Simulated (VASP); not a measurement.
**WS2: single point with PBEsol**

The system is WS2.

```xyz
3
Lattice="1.5790 0.9116 6.1633 -1.5790 0.9116 6.1633 0.0000 -1.8233 6.1633" Properties=species:S:1:pos:R:3 pbc="T T T"
W     0.0000    0.0900    0.0000
S     0.0000    0.0000   13.8730
S     0.0000    0.0000   10.7427
```

This cell differs from its parent crystal: one atom moved.

```yaml
Program: VASP 6.6.1
Task: single point
Functional: PBEsol
Potentials_or_basis: VASP PAW PBE potentials, release 64 (W_sv, S)
Cutoff: 520 eV
k_mesh: 12 × 12 × 12
Occupations: gaussian, width 0.02 eV
Spin: no spin polarisation
```

```json
{
 "Pressure": "0.0 GPa",
 "Largest force": "1.987 eV/Å",
 "Band gap on the k mesh": "0.93 eV (least direct gap 1.83 eV)"
}
```

Forces in eV/Å, atoms in the order of the input:
```
W    0.000 -1.892 -0.607
S    0.000  0.982  0.356
S    0.000  0.910  0.250
```

Stress tensor (GPa, compression positive):
```
 1.52  0.00  0.00
 0.00 -2.52  0.23
 0.00  0.23  1.14
```

Levels at points of the mesh, in eV from the valence-band top:
| k point | band 10 | band 11 | band 12 | band 13 | band 14 | band 15 | band 16 | band 17 |
| --- | --- | --- | --- | --- | --- | --- | --- | --- |
| (0.00, 0.00, 0.00) | -2.68 | -1.87 | -1.52 | -1.22 | 1.74 | 2.27 | 2.64 | 2.74 |
| (0.50, 0.00, 0.00) | -4.05 | -2.65 | -2.11 | -1.45 | 2.26 | 2.62 | 3.31 | 4.08 |
| (0.00, 0.00, 0.50) | -4.33 | -2.39 | -1.84 | -1.55 | 2.38 | 2.55 | 3.40 | 3.97 |
| (0.50, 0.50, 0.00) | -4.26 | -3.02 | -2.04 | -1.37 | 2.33 | 2.61 | 3.05 | 4.50 |
| (0.50, 0.00, 0.50) | -3.98 | -3.24 | -2.12 | -1.45 | 2.22 | 2.73 | 3.17 | 4.43 |
| (0.50, 0.50, 0.50) | -3.43 | -2.65 | -1.78 | 0.00 | 1.83 | 2.16 | 2.50 | 2.83 |

Wall time 13 min on 1 thread of AMD EPYC 9R45 96-Core Processor (Zen 5), with other jobs on the host, peak memory 0.63 GiB.

Caveat: the cell differs from its parent crystal (one atom moved); the PAW data sets were made with another functional, which shifts forces and pressure a little; spin-orbit coupling is left out, which moves the levels of the heavy elements. A k mesh can miss the band edges.
